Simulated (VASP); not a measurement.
# Hf (Im-3m) in VASP: further runs

The runs below take Hf through single point, with PBE0, PBEsol-based screened hybrid, HSE06, PBE-based screened hybrid.

Program: VASP 6.6.1. These are calculated values, not measurements. Logs are shortened: lines on timing, memory, paths and dates and some standing lists are left out, and cuts for length are marked.

**1. The cell of the first run**

The structure is cubic, space group Im-3m (No. 229). The conventional cell has a = 3.610 Å, b = 3.610 Å, c = 3.610 Å, α = 90.00°, β = 90.00°, γ = 90.00°. Within 4.1 Å of Hf (site symmetry m-3m) lie 14 Hf at 3.13 to 3.61 Å.

**2. Single point, PBE0**

Contents of POSCAR:

```
Hf
1.0
   -1.8050000000      1.8050000000      1.8050000000
    1.8050000000     -1.8050000000      1.8050000000
    1.8050000000      1.8050000000     -1.8050000000
Hf
1
Direct
    0.0000000000      0.0000000000      0.0000000000
```

Contents of INCAR.step1:

```
SYSTEM = Hf
PREC = Accurate
ENCUT = 520
EDIFF = 1E-5
ISMEAR = -1
SIGMA = 0.05
LREAL = .False.
LASPH = .True.
NELM = 60
ALGO = Normal
ISIF = 2
LWAVE = .True.
LCHARG = .False.
NBANDS = 11
GGA = PE
```

Contents of INCAR.step2:

```
SYSTEM = Hf
PREC = Accurate
ENCUT = 520
EDIFF = 1E-7
ISMEAR = -1
SIGMA = 0.05
LREAL = .False.
LASPH = .True.
NELM = 60
ALGO = Normal
ISIF = 2
LWAVE = .False.
LCHARG = .False.
GGA = PE
LHFCALC = .True.
AEXX = 0.25
PRECFOCK = Normal
NBANDS = 11
ISTART = 1
```

Contents of KPOINTS:

```
regular mesh
0
Gamma
  6 6 6
  0 0 0
```

Potentials or basis: VASP PAW PBE potentials, release 64 (Hf_pv).

On the command line:

```console
$ cat potpaw_PBE.64/Hf_pv/POTCAR > POTCAR
$ cp INCAR.step1 INCAR
$ mpirun -np 1 vasp_std > vasp.out
$ cp INCAR.step2 INCAR
$ mpirun -np 1 vasp_std > vasp.out
```

OUTCAR:

```text
SYSTEM = Hf
   PREC = Accurate
   ENCUT = 520
   EDIFF = 1E-7
   ISMEAR = -1
   LREAL = .False.
   LASPH = .True.
   NELM = 60
   ISIF = 2
   GGA = PE
   LHFCALC = .True.
   AEXX = 0.25
   PRECFOCK = Normal
   ISTART = 1

 ion  position               nearest neighbor table
   1  0.000  0.000  0.000-

  LATTYP: Found a body centered cubic cell.
 ALAT       =     3.6100000000

  Lattice vectors:

 A1 = (  -1.8050000000,   1.8050000000,   1.8050000000)
 A2 = (   1.8050000000,  -1.8050000000,   1.8050000000)
 A3 = (   1.8050000000,   1.8050000000,  -1.8050000000)

Analysis of symmetry for initial positions (statically):
=====================================================================
 Subroutine PRICEL returns:
 Original cell was already a primitive cell.

 Routine SETGRP: Setting up the symmetry group for a
 body centered cubic supercell.

 Subroutine GETGRP returns: Found 48 space group operations
[... 9 lines left out ...]

 Routine SETGRP: Setting up the symmetry group for a
 body centered cubic supercell.

 Subroutine GETGRP returns: Found 48 space group operations
[... 11 lines left out ...]
                                     Primitive cell

  volume of cell :      23.5229

  direct lattice vectors                    reciprocal lattice vectors
    -1.805000000  1.805000000  1.805000000     0.000000000  0.277008310  0.277008310
     1.805000000 -1.805000000  1.805000000     0.277008310  0.000000000  0.277008310
     1.805000000  1.805000000 -1.805000000     0.277008310  0.277008310  0.000000000

  length of vectors
     3.126351708  3.126351708  3.126351708     0.391748909  0.391748909  0.391748909

  position of ions in fractional coordinates (direct lattice)
     0.000000000  0.000000000  0.000000000

  ion indices of the primitive-cell ions
   primitive index   ion index
                 1           1

----------------------------------------------------------------------------------------

 KPOINTS: regular mesh

Automatic generation of k-mesh.
 Grid dimensions read from file:
 generate k-points for:    6    6    6

 Generating k-lattice:

  Cartesian coordinates                     Fractional coordinates (reciprocal lattice)
     0.000000000  0.046168052  0.046168052     0.166666667  0.000000000  0.000000000
     0.046168052  0.000000000  0.046168052     0.000000000  0.166666667  0.000000000
     0.046168052  0.046168052  0.000000000     0.000000000  0.000000000  0.166666667

  Length of vectors
     0.065291485  0.065291485  0.065291485

  Shift w.r.t. Gamma in fractional coordinates (k-lattice)
     0.000000000  0.000000000  0.000000000

 Subroutine IBZKPT returns following result:
 ===========================================

 Found     16 irreducible k-points:

 Following reciprocal coordinates:
            Coordinates               Weight
  0.000000  0.000000  0.000000      1.000000
  0.166667  0.000000  0.000000     12.000000
  0.333333  0.000000  0.000000     12.000000
  0.500000  0.000000  0.000000      6.000000
  0.166667  0.166667  0.000000     24.000000
  0.333333  0.166667  0.000000     48.000000
[... 8 lines left out ...]
  0.500000  0.500000  0.333333     12.000000
  0.500000  0.500000  0.500000      1.000000
   k-points           NKPTS =     16   k-points in BZ     NKDIM =    216   number of bands    NBANDS=     11
   number of dos      NEDOS =    301   number of ions     NIONS =      1
   total plane-waves  NPLWV =  13824
   dimension x,y,z NGX =    24 NGY =   24 NGZ =   24
   dimension x,y,z NGXF=    48 NGYF=   48 NGZF=   48
   ions per type =               1
   NGX,Y,Z   is equivalent  to a cutoff of  12.76, 12.76, 12.76 a.u.
   NGXF,Y,Z  is equivalent  to a cutoff of  25.52, 25.52, 25.52 a.u.
 SYSTEM =  Hf
   PREC   = accura    normal or accurate (medium, high low for compatibility)
   ISTART =      1    job   : 0-new  1-cont  2-samecut
   ICHARG =      0    charge: 1-file 2-atom 10-const
   ISPIN  =      1    spin polarized calculation?
   LNONCOLLINEAR =      F non collinear calculations
   LSORBIT =      F    spin-orbit coupling
   LASPH  =      T    aspherical Exc in radial PAW
   ENCUT  =  520.0 eV  38.22 Ry    6.18 a.u.   5.81  5.81  5.81*2*pi/ulx,y,z
   NELM   =     60;   NELMIN=  2; NELMDL=  0     # of ELM steps
   EDIFF  = 0.1E-06   stopping-criterion for ELM
   LREAL  =      F    real-space projection
   EDIFFG = 0.1E-05   stopping-criterion for IOM
   NSW    =      0    number of steps for IOM
   IBRION =     -1    ionic relax: 0-MD 1-quasi-New 2-CG
   NFREE  =      0    steps in history (QN), initial steepest desc. (CG)
   ISIF   =      2    stress and relaxation
   ISYM   =      3    0-nonsym 1-usesym 2-fastsym
   POTIM  = 0.5000    time-step for ionic-motion
   TEBEG  =    0.0;   TEEND  =   0.0 temperature during run
   PSTRESS=    0.0 pullay stress
   NELECT =      10.0000    total number of electrons
   NUPDOWN=      -1.0000    fix difference up-down
   EMIN   =  10.00;   EMAX   =-10.00  energy-range for DOS
   EFERMI =   0.00;   METHOD = LEGACY
   ISMEAR =    -1;   SIGMA  =   0.05  broadening in eV -4-tet -1-fermi 0-gaus
   EFERMI_NEDOS =   21; number of points for ismear=-14 and -15
   IALGO  =     38    algorithm
   IMIX   =      1    mixing-type and parameters
     AMIX     =   0.40;   BMIX     =  1.00
     AMIX_MAG =   1.60;   BMIX_MAG =  1.00
  volume/ion in A,a.u.               =      23.52       158.74
  Fermi-wavevector in a.u.,A,eV,Ry     =   1.230961  2.326179 20.616432  1.515265
  Thomas-Fermi vector in A             =   2.365789
   LORBIT       =      0    0 simple, 1 ext, 2 COOP (PROOUT), +10 PAW based schemes
   GGA     = PE    functional components
   LHFCALC =     T    Hartree Fock is set to
   PRECFOCK=normal    Normal, Fast or Accurate (Low or Medium for compatibility)
   ENCUT4O =  -1.0   cutoff for four orbital integrals eV
   NKREDX  =     1    reduce k-point grid by
   NKREDY  =     1    reduce k-point grid by
   NKREDZ  =     1    reduce k-point grid by
   AEXX    =    0.2500 exact exchange contribution
   HFSCREEN=    0.0000 screening length (either q_TF or 0.3 A-1)
   HFSCREENC=   0.0000 screening length for correlation (either q_TF or 0.3 A-1)
   ENCUTFOCK=  -1.0 apply spherical cutoff to Coloumb kernel
   IVDW    =     0    specifies the selected vdW correction
   LEPSILON=     F    determine dielectric tensor
   LRPA    =     F    only Hartree local field effects (RPA)
 non-spin polarized calculation
  energy-cutoff  :      520.00
  volume of cell :       23.52
 maximum number of plane-waves:       682
  NGX = 18; NGY = 18; NGZ = 18

 number of electron      10.0000001 magnetization

 Free energy of the ion-electron system (eV)
  ---------------------------------------------------
  ext. energy  EPLUGINS =         0.00000000
  ---------------------------------------------------
  free energy    TOTEN  =       -11.96786880 eV

  energy without entropy =      -11.95263187  energy(sigma->0) =      -11.96025034

 E-fermi :   4.1240     XC(G=0):  -8.7194

 val. band max:        4.1114119328   @ k =   0.3333   0.1667   0.0000
 cond. band min:       4.6927840460   @ k =   0.3333   0.0000   0.0000
 fundamental gap:      0.5813721132
 Fermi energy:         4.1239813986

 k-point     1 :       0.0000    0.0000    0.0000
  band No.  band energies     occupation
      1     -28.6769      2.00000
      2     -28.6769      2.00000
      3     -28.6769      2.00000
      4      -4.2334      2.00000
      5       6.6453      0.00000
      6       6.6453      0.00000
      7       6.6453      0.00000
      8       9.3617      0.00000
      9       9.3617      0.00000
     10      18.4639      0.00000
     11      18.4639      0.00000

 k-point     2 :       0.1667    0.0000    0.0000
  band No.  band energies     occupation
      1     -28.8811      2.00000
      2     -28.7376      2.00000
      3     -28.6785      2.00000
      4      -3.1919      2.00000
      5       5.9541      0.00000
      6       6.0809      0.00000
      7       7.6104      0.00000
      8       8.7437      0.00000
      9       9.3606      0.00000
     10      18.8885      0.00000
     11      19.0430      0.00000

 k-point     3 :       0.3333    0.0000    0.0000
  band No.  band energies     occupation
      1     -29.2678      2.00000
      2     -28.8571      2.00000
      3     -28.6819      2.00000
      4      -0.9063      2.00000
      5       4.6928      0.00002
      6       4.7399      0.00001
      7       9.1181      0.00000
      8       9.6777      0.00000
      9      10.2321      0.00000
     10      17.0762      0.00000
     11      17.2515      0.00000

 k-point     4 :       0.5000    0.0000    0.0000
  band No.  band energies     occupation
      1     -29.4525      2.00000
      2     -28.9155      2.00000
      3     -28.6832      2.00000
      4       0.0456      2.00000
      5       3.6533      1.99984
      6       4.9821      0.00000
      7       9.1369      0.00000
      8      10.1062      0.00000
      9      12.5646      0.00000
     10      14.9868      0.00000
     11      15.4593      0.00000
[... 127 lines left out ...]
 k-point    14 :      -0.3333    0.3333    0.3333
  band No.  band energies     occupation
      1     -29.1868      2.00000
      2     -29.0627      2.00000
      3     -29.0627      2.00000
      4       1.1665      2.00000
      5       2.2268      2.00000
      6       7.6911      0.00000
      7       7.6911      0.00000
      8       9.2656      0.00000
      9      10.0481      0.00000
     10      18.1983      0.00000
     11      18.1983      0.00000

 k-point    15 :       0.5000    0.5000    0.3333
  band No.  band energies     occupation
      1     -29.2620      2.00000
      2     -29.1285      2.00000
      3     -29.0752      2.00000
      4       1.4129      2.00000
      5       1.5441      2.00000
      6       7.7703      0.00000
      7       8.1209      0.00000
      8      11.9022      0.00000
      9      11.9686      0.00000
     10      13.9419      0.00000
     11      15.4280      0.00000

 k-point    16 :       0.5000    0.5000    0.5000
  band No.  band energies     occupation
      1     -29.1960      2.00000
      2     -29.1960      2.00000
      3     -29.1960      2.00000
      4       0.8889      2.00000
      5       0.8889      2.00000
      6      11.7867      0.00000
      7      11.7867      0.00000
      8      11.7867      0.00000
      9      11.9389      0.00000
     10      11.9389      0.00000
     11      11.9389      0.00000

------------------------ aborting loop because EDIFF is reached ----------------------------------------

  FORCE on cell =-STRESS in cart. coord.  units (eV):
  Direction    XX          YY          ZZ          XY          YZ          ZX
  --------------------------------------------------------------------------------------
  -------------------------------------------------------------------------------------
  Total       -0.6092402     -0.6092402     -0.6092402      0.0000000      0.0000000      0.0000000
  in kB      -41.4961225    -41.4961225    -41.4961225      0.0000000      0.0000000      0.0000000
  external PRESSURE =     -41.4961225 kB  Pullay stress =       0.0000000 kB

 VOLUME and BASIS-vectors are now :
 -----------------------------------------------------------------------------
  energy-cutoff  :      520.00
  volume of cell :       23.52
      direct lattice vectors                 reciprocal lattice vectors
    -1.805000000  1.805000000  1.805000000     0.000000000  0.277008310  0.277008310
     1.805000000 -1.805000000  1.805000000     0.277008310  0.000000000  0.277008310
     1.805000000  1.805000000 -1.805000000     0.277008310  0.277008310  0.000000000

 POSITION                                       TOTAL-FORCE (eV/Angst)
 -----------------------------------------------------------------------------------
      0.00000      0.00000      0.00000         0.000000     -0.000000     -0.000000
 -----------------------------------------------------------------------------------
    total drift:                               -0.000000     -0.000000     -0.000000

  FREE ENERGIE OF THE ION-ELECTRON SYSTEM (eV)
  ---------------------------------------------------
  free  energy   TOTEN  =       -11.9678688034 eV

  energy  without entropy=      -11.9526318688  energy(sigma->0) =      -11.96025034
```

It took 15 min on 1 thread of Intel Xeon Platinum 8259CL at 2.50GHz (Skylake/Cascade Lake), shared host; peak memory 0.15 GiB.

Results:

```
Free energy            : -11.9679 eV
Pressure               : -4.1 GPa
Band gap on the k mesh : zero (band 5 reaches 6.65 eV, above the bottom of band 6 at 2.94 eV)
```

Caveat: the k points lie up to 0.41 Å⁻¹ apart; the PAW data sets were made with another functional, which shifts forces and pressure a little; spin-orbit coupling is left out, which moves the levels of the heavy elements.

[end of part 1 of 2]
